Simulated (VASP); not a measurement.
# Al2O3: single point with PBE

Al2O3:

```xyz
10
Lattice="2.4244 1.3997 4.5302 -2.4244 1.3997 4.5302 0.0000 -2.7995 4.5302" Properties=species:S:1:pos:R:3 pbc="T T T"
Al    0.0000    0.0000   11.5810
Al    0.0000    0.0000    8.8050
Al    0.0000    0.0000    2.0097
Al    0.0000    0.0000    4.7857
O    -0.9399   -1.3997    5.6628
O     1.6822   -0.1141    5.6628
O    -0.7422    1.5138    5.6628
O     0.9399    1.3997    7.9279
O    -1.6822    0.1141    7.9279
O     0.7422   -1.5138    7.9279
```

```json
{
  "Program": "VASP 6.6.1",
  "Task": "single point",
  "Functional": "PBE",
  "Potentials or basis": "VASP PAW PBE potentials, release 64 (Al, O)",
  "Cutoff": "520 eV",
  "k mesh": "6 × 6 × 6",
  "Occupations": "gaussian, width 0.05 eV",
  "Spin": "no spin polarisation"
}
```

```
Pressure               : -10.6 GPa
Largest force          : 0.090 eV/Å
Band gap on the k mesh : 5.17 eV
```

Forces in eV/Å, atoms in the order of the input:
```
Al   0.000  0.000 -0.090
Al   0.000  0.000  0.090
Al   0.000  0.000  0.090
Al   0.000  0.000 -0.090
O    0.019  0.000  0.000
O   -0.009  0.016  0.000
O   -0.009 -0.016  0.000
O   -0.019  0.000  0.000
O    0.009 -0.016  0.000
O    0.009  0.016  0.000
```

Stress tensor (GPa, compression positive):
```
 -7.57   0.00   0.00
  0.00  -7.57   0.00
  0.00   0.00 -16.62
```

Levels at points of the mesh, in eV from the valence-band top:
```tsv
k point	band 21	band 22	band 23	band 24	band 25	band 26	band 27	band 28
(0.00, 0.00, 0.00)	-0.42	-0.21	0.00	0.00	5.17	8.65	9.59	10.46
(0.50, 0.00, 0.00)	-0.84	-0.84	-0.31	-0.31	8.39	8.39	8.82	8.82
(0.50, 0.50, 0.00)	-0.92	-0.82	-0.77	-0.29	8.55	8.99	9.36	9.62
(0.50, 0.50, 0.50)	-0.28	-0.28	-0.28	-0.28	7.82	7.82	10.26	10.26
```

Run time: 3 min on 1 thread of Intel Xeon 8259CL, on a shared host, peak memory 0.27 GiB.

Caveat: the stress differs along the axes, from -17 to -8 GPa.
